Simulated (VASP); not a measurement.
Runs of VASP 6.6.1 on BaTiO3. The structure is that of space group P4mm (No. 99), or close to it. The cells are those of the table. 

| cell | gap on the mesh (eV) | pressure (GPa) | largest force (eV/Å) |
| --- | --- | --- | --- |
| a = 4.078, b = 4.078, c = 4.097 Å, 5 atoms | (a) | -2.8 | 0.10 |
| a = 4.000, b = 4.000, c = 4.139 Å, 5 atoms | 1.78 | 1.8 | 0.08 |
| a = 4.000, b = 4.000, c = 4.098 Å, 5 atoms | 1.78 | 2.8 | 0.08 |
| a = 4.052, b = 4.052, c = 4.071 Å, 5 atoms | (b) | -0.5 | 0.08 |

Alike in all rows: task single point; level PBE; potentials or basis VASP PAW PBE potentials, release 64 (Ba_sv, Ti_sv, O); no spin polarisation; k mesh 8 × 8 × 8; cutoff (eV) 520; smearing fermi-dirac 0.02 eV.

Estimate the missing entries.

(a) 1.72; (b) 1.74.

Caveats: spin-orbit coupling is left out, which moves the levels of the heavy elements.

A k mesh can miss the band edges, and the runs leave out spin-orbit coupling on Ba.
